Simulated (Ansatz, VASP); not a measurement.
NaF: VASP beside Ansatz

```
CELL_PARAMETERS angstrom
0.00000 2.53126 2.51759
2.53126 0.00000 2.51759
2.53126 2.53126 0.00000
ATOMIC_POSITIONS crystal
Na 0.00000 0.00000 0.00000
F 0.25000 0.25000 0.25000
```

Change from the starting cell: uniaxial_z strain -0.5%.

Alike in both runs: task single point; functional r2SCAN; k mesh 8 × 8 × 8; no spin polarisation.

```csv
,VASP,Ansatz
version,VASP 6.6.1,Ansatz 0.2.0
potentials or method,"VASP PAW PBE potentials, release 64 (Na_pv, F)","plane waves, PAW"
plane-wave cutoff (eV),520,500
occupations,"gaussian, width 0.01 eV",fixed
valence electrons in the cell,14,16
```

VASP gave:

* gap on the k mesh at the Fermi level (eV): 6.29
* pressure (GPa): -0.1

Q: Estimate Ansatz's values.

A: gap on the k mesh at the Fermi level (eV): 6.27; pressure (GPa): 0.2.

VASP's potentials were made for PBE, not for r2SCAN. VASP's potentials hold 14 valence electrons a cell and Ansatz's 16, so a difference there can come from the potentials and not from the codes.
